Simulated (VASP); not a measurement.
A run of VASP 6.6.1 is set up as follows.

INCAR

```
SYSTEM = Mg2Sb3
PREC = Accurate
ENCUT = 520
EDIFF = 1E-6
ISMEAR = 0
SIGMA = 0.05
LREAL = .False.
LASPH = .True.
NELM = 60
ALGO = Normal
ISIF = 2
LWAVE = .False.
LCHARG = .False.
NBANDS = 18
```

Contents of KPOINTS:

```
regular mesh
0
Gamma
  5 5 3
  0 0 0
```

The input POSCAR:

```
Mg2Sb3
1.0
    4.5953880831      0.0000000000      0.0000000000
   -2.2976940416      3.9797228202      0.0000000000
    0.0000000000      0.0000000000      7.2582422630
Mg Sb
2 3
Direct
    0.3333333333      0.6666666667      0.1624695141
    0.6666666667      0.3333333333      0.8375304859
    0.3333333333      0.6666666667      0.5820501965
    0.6666666667      0.3333333333      0.4179498035
    0.0000000000      0.0000000000      0.0000000000
```

Potentials or basis: VASP PAW LDA potentials, release 64 (Mg, Sb).

The run is started by

```sh
$ cat potpaw_LDA.64/Mg/POTCAR potpaw_LDA.64/Sb/POTCAR > POTCAR
$ mpirun -np 1 vasp_std > vasp.out
```

Q: Predict the pressure.

A: 0.1 GPa.

Q: Predict the largest force.

A: 0.074 eV/Å.

Q: Estimate the band gap on the k mesh.

A: Zero (an odd number of electrons rules out a gap without spin polarisation).

Stress tensor (GPa, compression positive):
```
0.12 0.00 0.00
0.00 0.12 0.00
0.00 0.00 0.03
```

Caveat: spin-orbit coupling is left out, which moves the levels of the heavy elements.
